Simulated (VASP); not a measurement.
Runs of VASP 6.6.1 on ZnAu. The structure is that of space group Pm-3m (No. 221), or close to it. The cells are those of the table. 

```tsv
task	cell	k mesh	cutoff (eV)	gap on the mesh (eV)	pressure (GPa)
relaxation of cell and atoms	relaxed from a = 3.191 Å, 2 atoms	18 × 18 × 18	600	none	0.0
single point	a = 3.191 Å, 2 atoms	6 × 6 × 6	500	none	-0.1
single point	a = 3.187 Å, 2 atoms	18 × 18 × 18	520	none	0.0
single point	a = 3.150 Å, 2 atoms	6 × 6 × 6	520	none	(a)
```

Alike in all rows: level PBE; potentials or basis VASP PAW PBE potentials, release 64 (Zn, Au); no spin polarisation; smearing gaussian 0.1 eV.

**Question.** Fill in the values left out.

**Answer.** (a) 4.7.

Caveats: spin-orbit coupling is left out, which moves the levels of the heavy elements.

A k mesh can miss the band edges, and the runs leave out spin-orbit coupling on Au.

A gap of «none» marks levels without a gap at the run's occupations.
